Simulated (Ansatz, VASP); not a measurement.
BaS: VASP beside Ansatz

```
CELL_PARAMETERS angstrom
0.00000 3.19375 3.19375
3.19375 0.00000 3.19375
3.19375 3.19375 0.00000
ATOMIC_POSITIONS crystal
Ba 0.00000 0.00000 0.00000
S 0.50000 0.50000 0.50000
```

Alike in both runs: task relaxation of cell and atoms; functional PBEsol; k mesh 7 × 7 × 7; occupations fermi-dirac, width 0.05 eV; no spin polarisation.

```csv
,VASP,Ansatz
version,VASP 6.6.1,Ansatz 0.2.0
potentials or method,"VASP PAW PBE potentials, release 64 (Ba_sv, S), cutoff 600 eV","all-electron LAPW, scalar-relativistic"
```

```csv
,VASP,Ansatz,Ansatz less VASP
relaxed volume (Å³/atom),32.20,31.74,-0.457
relaxed cell length with the largest relative difference (Å),4.499,4.478,-0.0214
```

VASP's potentials were made for PBE, not for PBEsol. Ansatz ran all-electron here, and VASP with PAW potentials.

Spin-orbit coupling is off throughout.
